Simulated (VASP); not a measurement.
Write the native input for VASP 6.6.1 that does the following.

```
Task                   : single point
Functional             : PBE
Potentials or basis    : VASP PAW PBE potentials, release 64 (Ti_sv)
Cutoff                 : 520 eV
k mesh                 : 7 × 7 × 7
Occupations            : fermi-dirac, width 0.1 eV
Spin                   : no spin polarisation
Dipole correction      : no
Further INCAR settings : ALGO = Normal; EDIFF = 1e-06; NBANDS = 12
```

The structure of Ti lies in POSCAR:

```
Ti
1.0
   -1.6301190852      1.6301190852      1.6301190852
    1.6301190852     -1.6301190852      1.6301190852
    1.6301190852      1.6301190852     -1.6301190852
Ti
1
Direct
    0.0000000000      0.0000000000      0.0000000000
```

This isn't the form of Ti at room conditions, which is hcp.

One way to write it, as run:

INCAR

```
SYSTEM = Ti
  PREC = Accurate
  ENCUT = 520
  EDIFF = 1E-6
  ISMEAR = -1
  SIGMA = 0.1
  LREAL = .False.
  LASPH = .True.
  NELM = 80
  ALGO = Normal
  ISIF = 2
  LWAVE = .False.
  LCHARG = .True.
  GGA = PE
  LELF = .True.
  LVHAR = .True.
  NBANDS = 12
```

KPOINTS

```
regular mesh
0
Gamma
  7 7 7
  0 0 0
```

Potentials or basis: VASP PAW PBE potentials, release 64 (Ti_sv).

The run is started by

```sh
$ cat potpaw_PBE.64/Ti_sv/POTCAR > POTCAR
$ mpirun -np 1 vasp_std > vasp.out
```

It gave:

```
Pressure               : 0.3 GPa
Band gap on the k mesh : zero (bands 6 and 7 overlap by 1.48 eV)
```

Caveat: the k points lie up to 0.39 Å⁻¹ apart, too coarse for converged energies and pressures of a metal.

Run time: 11 s on 1 thread of AMD EPYC 7571 (shared host), peak memory 0.1 GiB.
